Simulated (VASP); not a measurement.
Wanted: the native input for a VASP 6.6.1 run.

* Task: single point
* Functional: LDA
* Potentials or basis: VASP PAW LDA potentials, release 64 (W_sv)
* Cutoff: 520 eV
* k mesh: 11 × 11 × 11
* Occupations: fermi-dirac, width 0.05 eV
* Spin: no spin polarisation
* Dipole correction: no
* Further INCAR settings: ALGO = Fast; EDIFF = 1e-06; NBANDS = 13

The structure of W lies in POSCAR:

```
W
1.0
    0.0000000000      2.0698140295      2.0698140295
    2.0698140295      0.0000000000      2.0698140295
    2.0698140295      2.0698140295      0.0000000000
W
1
Direct
    0.0000000000      0.0000000000      0.0000000000
```

One way to write it, as run:

INCAR

```
ALGO     = Fast           # electronic algorithm
EDIFF    = 1E-6           # SCF threshold, eV
ENCUT    = 520            # plane-wave cutoff, eV
ISIF     = 2              # what is computed and relaxed
ISMEAR   = -1             # smearing method
LASPH    = T              # aspherical terms in the spheres
LCHARG   = F              # write CHGCAR
LREAL    = F              # projectors in reciprocal space
LWAVE    = F              # write WAVECAR
NBANDS   = 13             # bands
NELM     = 60             # most SCF steps
PREC     = Accurate       # precision mode
SIGMA    = 0.05           # smearing width, eV
```

KPOINTS

```
k-points
0
Gamma
  11 11 11
```

Potentials or basis: VASP PAW LDA potentials, release 64 (W_sv).

Launch:

```console
$ cat potpaw_LDA.64/W_sv/POTCAR > POTCAR
$ mpirun -np 1 vasp_std > vasp.out
```

Results of the run:

```yaml
Pressure: -29.0 GPa
Band_gap_on_the_k_mesh: zero (band 7 reaches 11.73 eV, above the bottom of band 8 at 8.81 eV)
```

Caveat: spin-orbit coupling is left out, which moves the levels of the heavy elements.

Run time: 6.7 s on 1 thread of AMD EPYC 9R45 (Zen 5), on a shared host, peak memory 0.1 GiB.
